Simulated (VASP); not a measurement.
Input of a VASP 6.6.1 run:

Contents of INCAR:

```
SYSTEM = W
PREC = Accurate
ENCUT = 520
EDIFF = 1E-7
ISMEAR = 1
SIGMA = 0.2
LREAL = .False.
LASPH = .True.
NELM = 100
ALGO = Normal
ISIF = 2
LWAVE = .False.
LCHARG = .False.
LDIPOL = .True.
IDIPOL = 3
DIPOL = 0.5 0.5 0.500
GGA = PE
NBANDS = 43
```

KPOINTS

```
Automatic mesh
0
Gamma
  13 13 1
  0 0 0
```

The input POSCAR:

```
W
1.0
    2.7570426608      0.0000000000      0.0000000000
   -0.9190142203      2.5993647487      0.0000000000
    0.0000000000      0.0000000000     24.0044636241
W
5
Direct
    0.5000000000      0.5000000000      0.3124418907
    0.0000000000      0.0000000000      0.4062209454
    0.5000000000      0.5000000000      0.5000000000
    0.0000000000      0.0000000000      0.5937790546
    0.5000000000      0.5000000000      0.6875581093
```

Potentials or basis: VASP PAW PBE potentials, release 64 (W_sv).

Run with:

```console
$ cat potpaw_PBE.64/W_sv/POTCAR > POTCAR
$ mpirun -np 1 vasp_std > vasp.out
```

Task: Predict the largest force.

Result: 0.655 eV/Å.

Task: What does it give for the band gap on the k mesh?

Result: Zero (bands 35 and 36 overlap by 1.68 eV).

Forces on the atoms (eV/Å):
```
W    0.000  0.000  0.616
W    0.000  0.000 -0.655
W    0.000  0.000  0.000
W    0.000  0.000  0.655
W    0.000  0.000 -0.616
```

Caveat: spin-orbit coupling is left out, which moves the levels of the heavy elements.
